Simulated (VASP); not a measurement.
# Al2Tl (Pmmm) in VASP: single point with PBE

Aim: the single point of Al2Tl with PBE.

Program: VASP 6.6.1. These are calculated values, not measurements. Logs are shortened: lines on timing, memory, paths and dates and some standing lists are left out, and cuts for length are marked.

## 1. The cell of the first run

The structure is orthorhombic, space group Pmmm (No. 47). The conventional cell has a = 5.335 Å, b = 5.466 Å, c = 7.655 Å, α = 90.00°, β = 90.00°, γ = 90.00°. Within 3.5 Å of Al (site symmetry m) lie 4 Al at 2.62 to 2.79 Å and 2 Tl at 3.02 Å. Within 4.0 Å of Tl (site symmetry mm2) lie 4 Al at 3.02 Å and 1 Tl at 3.04 Å.

## 2. Single point, PBE

The input, INCAR:

```
ALGO = Fast
EDIFF = 1E-6
ENCUT = 520
GGA = PE
ISIF = 2
ISMEAR = 0
LASPH = True
LCHARG = False
LREAL = False
LWAVE = False
NBANDS = 28
NELM = 80
PREC = Accurate
SIGMA = 0.1
```

The input, KPOINTS:

```
k-points
0
Gamma
  4 4 4
```

The input, POSCAR:

```
Al2Tl
1.0
    5.3351962419      0.0000000000      0.0000000000
    0.0000000000      5.4664032623      0.0000000000
    0.0000000000      0.0000000000      7.6550459631
Al Tl
4 2
Direct
    0.2457796502      0.2553214840      0.0000000000
    0.2457796502      0.7446785160      0.0000000000
    0.7542203498      0.2553214840      0.0000000000
    0.7542203498      0.7446785160      0.0000000000
    0.5000000000      0.0000000000      0.3016758558
    0.5000000000      0.0000000000      0.6983241442
```

Potentials or basis: VASP PAW PBE potentials, release 64 (Al, Tl_d).

Command:

```sh
$ cat potpaw_PBE.64/Al/POTCAR potpaw_PBE.64/Tl_d/POTCAR > POTCAR
$ mpirun -np 1 vasp_std > vasp.out
```

OUTCAR:

```text
EDIFF = 1E-6
   ENCUT = 520
   GGA = PE
   ISIF = 2
   ISMEAR = 0
   LASPH = True
   LREAL = False
   NELM = 80
   PREC = Accurate

 ion  position               nearest neighbor table
   1  0.246  0.255  0.000-   3 2.62   2 2.68   3 2.71   2 2.79   6 3.02   5 3.02
   2  0.246  0.745  0.000-   4 2.62   1 2.68   4 2.71   1 2.79   5 3.02   6 3.02
   3  0.754  0.255  0.000-   1 2.62   4 2.68   1 2.71   4 2.79   5 3.02   6 3.02
   4  0.754  0.745  0.000-   2 2.62   3 2.68   2 2.71   3 2.79   6 3.02   5 3.02
   5  0.500  0.000  0.302-   1 3.02   2 3.02   3 3.02   4 3.02   6 3.04
   6  0.500  0.000  0.698-   1 3.02   2 3.02   3 3.02   4 3.02   5 3.04

  LATTYP: Found a simple orthorhombic cell.
 ALAT       =     5.3351962419
 B/A-ratio  =     1.0245927262
 C/A-ratio  =     1.4348199421

  Lattice vectors:

 A1 = (   5.3351962419,   0.0000000000,   0.0000000000)
 A2 = (   0.0000000000,   5.4664032623,   0.0000000000)
 A3 = (   0.0000000000,   0.0000000000,   7.6550459631)

Analysis of symmetry for initial positions (statically):
=====================================================================
 Subroutine PRICEL returns:
 Original cell was already a primitive cell.

 Routine SETGRP: Setting up the symmetry group for a
 simple orthorhombic supercell.

 Subroutine GETGRP returns: Found  8 space group operations
 (whereof  8 operations were pure point group operations)
 out of a pool of  8 trial point group operations.

The static configuration has the point symmetry D_2h.

Analysis of symmetry for dynamics (positions and initial velocities):
=====================================================================
 Subroutine PRICEL returns:
 Original cell was already a primitive cell.

 Routine SETGRP: Setting up the symmetry group for a
 simple orthorhombic supercell.

 Subroutine GETGRP returns: Found  8 space group operations
 (whereof  8 operations were pure point group operations)
 out of a pool of  8 trial point group operations.

The dynamic configuration has the point symmetry D_2h.

 Subroutine INISYM returns: Found  8 space group operations
 (whereof  8 operations are pure point group operations),
 and found     1 'primitive' translations

----------------------------------------------------------------------------------------

                                     Primitive cell

  volume of cell :     223.2543

  direct lattice vectors                    reciprocal lattice vectors
     5.335196242  0.000000000  0.000000000     0.187434530  0.000000000  0.000000000
     0.000000000  5.466403262  0.000000000     0.000000000  0.182935644  0.000000000
     0.000000000  0.000000000  7.655045963     0.000000000  0.000000000  0.130632788

  length of vectors
     5.335196242  5.466403262  7.655045963     0.187434530  0.182935644  0.130632788

  position of ions in fractional coordinates (direct lattice)
     0.245779650  0.255321484  0.000000000
     0.245779650  0.744678516  0.000000000
     0.754220350  0.255321484  0.000000000
     0.754220350  0.744678516  0.000000000
     0.500000000  0.000000000  0.301675856
     0.500000000  0.000000000  0.698324144

  ion indices of the primitive-cell ions
   primitive index   ion index
                 1           1
                 2           2
                 3           3
                 4           4
                 5           5
                 6           6

----------------------------------------------------------------------------------------

 KPOINTS: k-points

Automatic generation of k-mesh.
 Grid dimensions read from file:
 generate k-points for:    4    4    4

 Generating k-lattice:

  Cartesian coordinates                     Fractional coordinates (reciprocal lattice)
     0.046858632  0.000000000  0.000000000     0.250000000  0.000000000  0.000000000
     0.000000000  0.045733911  0.000000000     0.000000000  0.250000000  0.000000000
     0.000000000  0.000000000  0.032658197     0.000000000  0.000000000  0.250000000

  Length of vectors
     0.046858632  0.045733911  0.032658197

  Shift w.r.t. Gamma in fractional coordinates (k-lattice)
     0.000000000  0.000000000  0.000000000

 Subroutine IBZKPT returns following result:
 ===========================================

 Found     27 irreducible k-points:

 Following reciprocal coordinates:
            Coordinates               Weight
  0.000000  0.000000  0.000000      1.000000
  0.250000  0.000000  0.000000      2.000000
  0.500000  0.000000  0.000000      1.000000
  0.000000  0.250000  0.000000      2.000000
  0.250000  0.250000  0.000000      4.000000
  0.500000  0.250000  0.000000      2.000000
[... 16 lines left out ...]
  0.250000  0.250000  0.500000      4.000000
  0.500000  0.250000  0.500000      2.000000
 [... further k-points ...]
   k-points           NKPTS =     27   k-points in BZ     NKDIM =     27   number of bands    NBANDS=     28
   number of dos      NEDOS =    301   number of ions     NIONS =      6
   total plane-waves  NPLWV = 100800
   dimension x,y,z NGX =    40 NGY =   42 NGZ =   60
   dimension x,y,z NGXF=    80 NGYF=   84 NGZF=  120
   ions per type =               4   2
   NGX,Y,Z   is equivalent  to a cutoff of  12.46, 12.77, 13.03 a.u.
   NGXF,Y,Z  is equivalent  to a cutoff of  24.93, 25.55, 26.06 a.u.
 SYSTEM =  unknown system
   PREC   = accura    normal or accurate (medium, high low for compatibility)
   ISTART =      0    job   : 0-new  1-cont  2-samecut
   ICHARG =      2    charge: 1-file 2-atom 10-const
   ISPIN  =      1    spin polarized calculation?
   LNONCOLLINEAR =      F non collinear calculations
   LSORBIT =      F    spin-orbit coupling
   LASPH  =      T    aspherical Exc in radial PAW
   ENCUT  =  520.0 eV  38.22 Ry    6.18 a.u.   9.92 10.16 14.23*2*pi/ulx,y,z
   NELM   =     80;   NELMIN=  2; NELMDL= -5     # of ELM steps
   EDIFF  = 0.1E-05   stopping-criterion for ELM
   LREAL  =      F    real-space projection
   EDIFFG = 0.1E-04   stopping-criterion for IOM
   NSW    =      0    number of steps for IOM
   IBRION =     -1    ionic relax: 0-MD 1-quasi-New 2-CG
   NFREE  =      0    steps in history (QN), initial steepest desc. (CG)
   ISIF   =      2    stress and relaxation
   ISYM   =      2    0-nonsym 1-usesym 2-fastsym
   POTIM  = 0.5000    time-step for ionic-motion
   TEBEG  =    0.0;   TEEND  =   0.0 temperature during run
   PSTRESS=    0.0 pullay stress
   NELECT =      38.0000    total number of electrons
   NUPDOWN=      -1.0000    fix difference up-down
   EMIN   =  10.00;   EMAX   =-10.00  energy-range for DOS
   EFERMI =   0.00;   METHOD = LEGACY
   ISMEAR =     0;   SIGMA  =   0.10  broadening in eV -4-tet -1-fermi 0-gaus
   EFERMI_NEDOS =   21; number of points for ismear=-14 and -15
   IALGO  =     68    algorithm
   IMIX   =      4    mixing-type and parameters
     AMIX     =   0.40;   BMIX     =  1.00
     AMIX_MAG =   1.60;   BMIX_MAG =  1.00
  volume/ion in A,a.u.               =      37.21       251.10
  Fermi-wavevector in a.u.,A,eV,Ry     =   0.907269  1.714490 11.199459  0.823137
  Thomas-Fermi vector in A             =   2.031056
   LORBIT       =      0    0 simple, 1 ext, 2 COOP (PROOUT), +10 PAW based schemes
   GGA     = PE    functional components
   LHFCALC =     F    Hartree Fock is set to
   AEXX    =    0.0000 exact exchange contribution
   IVDW    =     0    specifies the selected vdW correction
   LEPSILON=     F    determine dielectric tensor
   LRPA    =     F    only Hartree local field effects (RPA)
 non-spin polarized calculation
 RMM-DIIS sequential band-by-band and
 Gauss-broadening in eV      SIGMA  =   0.10
  energy-cutoff  :      520.00
  volume of cell :      223.25
 maximum number of plane-waves:      6056
 NGX is ok and might be reduce to    40
   NGX = 19   NGY = 21   NGZ = 29

 number of electron      38.0000001 magnetization

 Free energy of the ion-electron system (eV)
  ---------------------------------------------------
  ext. energy  EPLUGINS =         0.00000000
  ---------------------------------------------------
  free energy    TOTEN  =       -16.18441625 eV

  energy without entropy =      -16.16899152  energy(sigma->0) =      -16.17670388

 E-fermi :   2.1385     XC(G=0):  -7.2202

 val. band max:        2.0877719743   @ k =   0.2500   0.2500   0.0000
 cond. band min:       2.1900819224   @ k =   0.2500   0.2500   0.2500
 fundamental gap:      0.1023099481
 Fermi energy:         2.1385144757

 k-point     1 :       0.0000    0.0000    0.0000
  band No.  band energies     occupation
      1      -9.5864      2.00000
      2      -9.3575      2.00000
      3      -9.3501      2.00000
      4      -9.1891      2.00000
      5      -9.1739      2.00000
      6      -9.1540      2.00000
[... 20 lines left out ...]
     27       5.9850      0.00000
     28       6.0850      0.00000

 k-point     2 :       0.2500    0.0000    0.0000
  band No.  band energies     occupation
      1      -9.5846      2.00000
      2      -9.3568      2.00000
      3      -9.3565      2.00000
      4      -9.1910      2.00000
      5      -9.1699      2.00000
      6      -9.1553      2.00000
[... 20 lines left out ...]
     27       6.3989      0.00000
     28       6.5637      0.00000

 k-point     3 :       0.5000    0.0000    0.0000
  band No.  band energies     occupation
      1      -9.5827      2.00000
      2      -9.3627      2.00000
      3      -9.3560      2.00000
      4      -9.1929      2.00000
      5      -9.1661      2.00000
      6      -9.1567      2.00000
[... 20 lines left out ...]
     27       6.2202      0.00000
     28       6.6725      0.00000

 k-point     4 :       0.0000    0.2500    0.0000
  band No.  band energies     occupation
      1      -9.5848      2.00000
      2      -9.3632      2.00000
      3      -9.3496      2.00000
      4      -9.1905      2.00000
      5      -9.1706      2.00000
      6      -9.1550      2.00000
[... 578 lines left out ...]
     27       6.5489      0.00000
     28       6.9698      0.00000

 k-point    23 :       0.2500    0.2500    0.5000
  band No.  band energies     occupation
      1      -9.5047      2.00000
      2      -9.3316      2.00000
      3      -9.3267      2.00000
      4      -9.1893      2.00000
      5      -9.1638      2.00000
      6      -9.1599      2.00000
[... 20 lines left out ...]
     27       6.0527      0.00000
     28       6.5597      0.00000

 k-point    24 :       0.5000    0.2500    0.5000
  band No.  band energies     occupation
      1      -9.5043      2.00000
      2      -9.3314      2.00000
      3      -9.3288      2.00000
      4      -9.1910      2.00000
      5      -9.1618      2.00000
      6      -9.1601      2.00000
[... 20 lines left out ...]
     27       6.0730      0.00000
     28       6.5261      0.00000

 [... further k-points ...]

------------------------ aborting loop because EDIFF is reached ----------------------------------------

  FORCE on cell =-STRESS in cart. coord.  units (eV):
  Direction    XX          YY          ZZ          XY          YZ          ZX
  --------------------------------------------------------------------------------------
  -------------------------------------------------------------------------------------
  Total        0.0641262     -0.0686000     -0.1028400      0.0000000      0.0000000      0.0000000
  in kB        0.4601995     -0.4923055     -0.7380281      0.0000000      0.0000000      0.0000000
  external PRESSURE =      -0.2567114 kB  Pullay stress =       0.0000000 kB

 VOLUME and BASIS-vectors are now :
 -----------------------------------------------------------------------------
  energy-cutoff  :      520.00
  volume of cell :      223.25
      direct lattice vectors                 reciprocal lattice vectors
     5.335196242  0.000000000  0.000000000     0.187434530  0.000000000  0.000000000
     0.000000000  5.466403262  0.000000000     0.000000000  0.182935644  0.000000000
     0.000000000  0.000000000  7.655045963     0.000000000  0.000000000  0.130632788

 POSITION                                       TOTAL-FORCE (eV/Angst)
 -----------------------------------------------------------------------------------
      1.31128      1.39569      0.00000         0.018794     -0.006254      0.000000
      1.31128      4.07071      0.00000         0.018794      0.006254     -0.000000
      4.02391      1.39569      0.00000        -0.018794     -0.006254      0.000000
      4.02391      4.07071      0.00000        -0.018794      0.006254      0.000000
      2.66760      0.00000      2.30934         0.000000      0.000000     -0.018882
      2.66760      0.00000      5.34570         0.000000      0.000000      0.018882
 -----------------------------------------------------------------------------------
    total drift:                               -0.000000     -0.000000      0.000000

  FREE ENERGIE OF THE ION-ELECTRON SYSTEM (eV)
  ---------------------------------------------------
  free  energy   TOTEN  =       -16.1844162526 eV

  energy  without entropy=      -16.1689915167  energy(sigma->0) =      -16.17670388
```

Wall time 1.7 min (1 thread of Intel Xeon 6975P-C (Granite Rapids), shared host); peak memory 0.39 GiB.

What came out:

```
Free energy            : -16.1844 eV
Pressure               : 0.0 GPa
Largest force          : 0.020 eV/Å
Band gap on the k mesh : zero (band 19 reaches 2.88 eV, above the bottom of band 20 at 1.39 eV)
```

Forces in eV/Å, atoms in the order of the input:
```
Al   0.019 -0.006  0.000
Al   0.019  0.006  0.000
Al  -0.019 -0.006  0.000
Al  -0.019  0.006  0.000
Tl   0.000  0.000 -0.019
Tl   0.000  0.000  0.019
```

Caveat: spin-orbit coupling is left out, which moves the levels of the heavy elements.
